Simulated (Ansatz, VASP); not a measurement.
## One calculation of Fe, two programs

```
CELL_PARAMETERS angstrom
-1.43900 1.43900 1.43900
1.43900 -1.43900 1.43900
1.43900 1.43900 -1.43900
ATOMIC_POSITIONS crystal
Fe 0.00000 0.00000 0.00000
```

Alike in both runs: task single point; functional PBEsol; k mesh 12 × 12 × 12; occupations fermi-dirac, width 0.01 eV; collinear spin.

```csv
,VASP,Ansatz
version,VASP 6.6.1,Ansatz 0.2.0
potentials or method,"VASP PAW PBE potentials, release 64 (Fe), cutoff 600 eV","PAW, plane waves, scalar-relativistic"
valence electrons in the cell,8,16
```

Ansatz gave:

| Property | Result |
| --- | --- |
| pressure (GPa) | -16.5 |
| net moment per atom (μB) | 2.28 |
| size of the moment on the site where the two differ most (μB) | 2.33 |

**Question.** Estimate VASP's values.

**Answer.** Pressure (GPa): -15.9; net moment per atom (μB): 2.33; size of the moment on the site where the two differ most (μB): 2.32.

VASP's potentials were made for PBE, not for PBEsol. Site moments also hang on the region over which each program counts them. VASP's potentials hold 8 valence electrons a cell and Ansatz's 16, so a difference there can come from the potentials and not from the codes.
